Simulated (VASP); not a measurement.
# LiAl15HN16 (a cell with a defect) in VASP: further runs, part 2 of 2

VASP 6.6.1. The steps go on from the part before.

## Step 3: Single point, PBE, collinear spin

Contents of INCAR:

```
SYSTEM = LiAl15HN16
ALGO = Normal
EDIFF = 1E-6
ENCUT = 520
GGA = PE
ISIF = 2
ISMEAR = 0
ISPIN = 2
LASPH = .True.
LCHARG = .True.
LELF = .True.
LORBIT = 11
LREAL = Auto
LVHAR = .True.
LWAVE = .False.
MAGMOM = 0 0 0 0 0 0 0 0 0 0 0 0 0 0 0 0.01 0.01 0.01 0.04 0.3 0.18 0.02 0.03 0 0.15 0.01 0.03 0 0 0 0 0 0
NBANDS = 90
NELM = 150
NUPDOWN = 1.0
PREC = Accurate
SIGMA = 0.01
```

Contents of KPOINTS:

```
Automatic mesh
0
Gamma
  1 1 1
  0.25 0.25 0.25
```

Contents of POSCAR:

```
LiAl15HN16
1.0
    6.2595139128      0.0000000578      0.0000000000
   -3.1297570064      5.4208980350      0.0000000000
    0.0000000000      0.0000000000     10.0348065929
Al Li N H
15 1 16 1
Direct
    0.3310608034      0.1692216546      0.2406427233
    0.3330751114      0.1668142114      0.7493308997
    0.1641950056      0.3352700192      0.9981828833
    0.3336416469      0.6664196519      0.2514857776
    0.1550192046      0.8163156797      0.5056218426
    0.3340819293      0.6680307162      0.7490506041
    0.1646852902      0.8326104782      0.9990470490
    0.8324622067      0.1660218651      0.2518480779
    0.6839844888      0.3444762862      0.5055137091
    0.8321688188      0.1661674725      0.7490679050
    0.6664345652      0.3348354947      0.9992807486
    0.8331212305      0.6667246527      0.2494529751
    0.6667524945      0.8335606383      0.5021167278
    0.8315271845      0.6683370555      0.7529773543
    0.6654928280      0.8343478457      1.0004079707
    0.1726191357      0.3244530929      0.4847529760
    0.3523872918      0.1476625676      0.4316175908
    0.1655855233      0.3336874442      0.1892819879
    0.3303014511      0.1683607333      0.9405441698
    0.1671264097      0.3334975489      0.7006150512
    0.3424511307      0.6847628008      0.4391308793
    0.1671506019      0.8318764454      0.1881189577
    0.3318040967      0.6697283123      0.9398344447
    0.1652341521      0.8320873789      0.6923581026
    0.8138431954      0.1561290637      0.4388636911
    0.6682665764      0.3333926757      0.1880812063
    0.8297194198      0.1680273755      0.9399238791
    0.6680355370      0.3347867075      0.6923524966
    0.8318924942      0.6678117290      0.4397615322
    0.6677971354      0.8315993728      0.1891520180
    0.8306752757      0.6687206060      0.9408325871
    0.6676564560      0.8323723406      0.6919243604
    0.4464552100      0.0547870232      0.4032626332
```

Potentials or basis: VASP PAW PBE potentials, release 64 (Al, Li_sv, N, H).

On the command line:

```console
cat potpaw_PBE.64/Al/POTCAR potpaw_PBE.64/Li_sv/POTCAR potpaw_PBE.64/N/POTCAR potpaw_PBE.64/H/POTCAR > POTCAR
mpirun -np 1 vasp_std > vasp.out
```

Wall time 23 min (1 thread of Intel Xeon 8259CL, shared host); peak memory 0.72 GiB.

It converged, with:

| Quantity | Value |
| --- | --- |
| Free energy | -238.1772 eV |
| Largest force | 0.275 eV/Å |
| Net moment | 1.00 μB per cell |
| Site moments | Al +0.00, -0.00 (each value once); Li +0.01; N +0.01, +0.03, +0.24, +0.16, +0.02, +0.00, +0.15, -0.00 (each value once); H -0.00 μB |
| Valence electrons inside the program's atomic spheres | Al 0.81, 0.80, 0.82 (each value once); Li 2.10; N 3.89, 3.84, 3.83, 3.77, 3.80, 3.85, 3.86 (each value once); H 0.71 |

Forces in eV/Å, atoms in the order of the input:
```
Al   0.103 -0.093  0.016
Al   0.065 -0.026  0.023
Al  -0.125  0.067 -0.058
Al   0.069 -0.024 -0.032
Al  -0.098  0.197  0.006
Al   0.095 -0.150  0.021
Al  -0.104  0.074  0.032
Al   0.113 -0.075 -0.112
Al  -0.268  0.033  0.049
Al   0.184 -0.015  0.031
Al  -0.103  0.046 -0.023
Al   0.139 -0.041 -0.034
Al  -0.012 -0.089  0.114
Al   0.131 -0.076  0.017
Al  -0.127  0.069 -0.016
Li  -0.007  0.037  0.162
N    0.132 -0.085  0.022
N   -0.220  0.119  0.003
N    0.220 -0.081  0.026
N   -0.182  0.077 -0.025
N    0.158 -0.056 -0.115
N   -0.186  0.064  0.023
N    0.180 -0.093  0.023
N   -0.156  0.092  0.005
N    0.143 -0.030 -0.104
N   -0.158  0.080  0.040
N    0.174 -0.112  0.012
N   -0.160  0.077 -0.008
N    0.098 -0.060 -0.002
N   -0.166  0.116  0.024
N    0.168 -0.096 -0.010
N   -0.169  0.118 -0.091
H    0.070 -0.064 -0.018
```

Caveat: the k points lie up to 0.58 Å⁻¹ apart; the total moment is fixed, so each spin has its own Fermi level and the state may be an excited one.

## Step 4: Single point, PBE, collinear spin

Contents of INCAR:

```
  ALGO = Normal
  EDIFF = 1E-6
  ENCUT = 520
  GGA = PE
  ISIF = 2
  ISMEAR = 0
  ISPIN = 2
  LASPH = True
  LCHARG = False
  LORBIT = 11
  LREAL = Auto
  LWAVE = False
  MAGMOM = 0 0 0 0 0 0 0 0 0 0 0 0 0 0 0 0.03 0.02 0.07 0.08 0.45 0.25 0.03 0.06 0 0.37 0.04 0.08 0.01 0.02 0.02 0.01 0.01 0
  NBANDS = 90
  NELECT = 128.0
  NELM = 150
  NUPDOWN = 2.0
  PREC = Accurate
  SIGMA = 0.01
```

KPOINTS is that of step 3.

Contents of POSCAR:

```
LiAl15HN16
1.0
    6.2595139128      0.0000000578      0.0000000000
   -3.1297570064      5.4208980350      0.0000000000
    0.0000000000      0.0000000000     10.0348065929
Al Li N H
15 1 16 1
Direct
    0.3322626629      0.1725815555      0.2401689027
    0.3369558031      0.1665044971      0.7521606520
    0.1658855951      0.3390886675      0.9990598066
    0.3372083679      0.6730653585      0.2500611050
    0.1553083093      0.8189942064      0.5072497424
    0.3377124856      0.6741570708      0.7516566200
    0.1653148523      0.8351655343      1.0002408750
    0.8306628079      0.1655520815      0.2475657018
    0.6805524453      0.3469065968      0.5072005831
    0.8290377649      0.1651370217      0.7509748081
    0.6688263582      0.3391222786      0.9995923147
    0.8353124857      0.6690578735      0.2492343470
    0.6653595598      0.8264601967      0.5038888509
    0.8342642353      0.6702777069      0.7545729502
    0.6677981712      0.8356693972      1.0009387906
    0.1685403967      0.3287372263      0.4833669955
    0.3520516287      0.1514688760      0.4319864779
    0.1665266305      0.3380533464      0.1921336835
    0.3320049560      0.1719404693      0.9429764110
    0.1696752711      0.3353005076      0.7076631639
    0.3447163364      0.6890446669      0.4385514182
    0.1692379228      0.8361309070      0.1889177889
    0.3338851337      0.6730628531      0.9417413389
    0.1675653036      0.8342214614      0.6934110269
    0.8024948062      0.1483217121      0.4364916453
    0.6691687271      0.3352600991      0.1886379256
    0.8321772767      0.1709195116      0.9412568660
    0.6699013180      0.3365705791      0.6931958423
    0.8338527731      0.6681487103      0.4400543314
    0.6700308334      0.8332082044      0.1890665815
    0.8329612765      0.6714911486      0.9416674282
    0.6695673001      0.8335938642      0.6927206166
    0.4392603038      0.0532810135      0.4019365407
```

On the command line:

```console
cat potpaw_PBE.64/Al/POTCAR potpaw_PBE.64/Li_sv/POTCAR potpaw_PBE.64/N/POTCAR potpaw_PBE.64/H/POTCAR > POTCAR
mpirun -np 1 vasp_std > vasp.out
```

It took 22 min on 1 thread of Intel Xeon 8259CL, shared host; peak memory 0.72 GiB.

The run converged. Its results:

| Property | Result |
| --- | --- |
| Free energy | -243.7853 eV |
| Largest force | 0.434 eV/Å |
| Net moment | 2.00 μB per cell |
| Site moments | Al -0.00, +0.00 (each value once); Li +0.02; N +0.03, +0.04, +0.07, +0.40, +0.27, +0.02, +0.06, +0.00, +0.33, +0.01 (each value once); H -0.00 μB |
| Valence electrons inside the program's atomic spheres | Al 0.81, 0.80, 0.79, 0.82 (each value once); Li 2.08; N 3.88, 3.83, 3.82, 3.73, 3.77, 3.84, 3.85, 3.75 (each value once); H 0.71 |

Forces in eV/Å, atoms in the order of the input:
```
Al   0.102 -0.020 -0.002
Al   0.198 -0.088  0.052
Al  -0.112  0.045  0.133
Al   0.028 -0.174 -0.233
Al  -0.250  0.353  0.040
Al   0.128  0.016  0.068
Al  -0.148  0.088  0.041
Al   0.120  0.077 -0.067
Al  -0.243 -0.116 -0.098
Al   0.099 -0.052  0.080
Al  -0.089  0.060  0.075
Al   0.187 -0.124 -0.046
Al   0.256  0.066  0.265
Al   0.111 -0.086  0.048
Al  -0.071  0.099 -0.070
Li   0.112 -0.115  0.095
N    0.053 -0.181  0.181
N   -0.222  0.111 -0.086
N    0.184 -0.094 -0.126
N   -0.220  0.039 -0.037
N    0.074 -0.046 -0.125
N   -0.165  0.028  0.054
N    0.168 -0.154 -0.075
N   -0.155  0.073 -0.023
N    0.107  0.125 -0.004
N   -0.205  0.138 -0.023
N    0.165 -0.126 -0.040
N   -0.155  0.081  0.004
N    0.084 -0.089  0.019
N   -0.232  0.064  0.079
N    0.169 -0.092 -0.028
N   -0.187  0.065 -0.137
H    0.109  0.030 -0.014
```

Caveat: the k points lie up to 0.58 Å⁻¹ apart; the cell carries a net charge on a neutralising background, which shifts energy and pressure; the total moment is fixed, so each spin has its own Fermi level and the state may be an excited one.
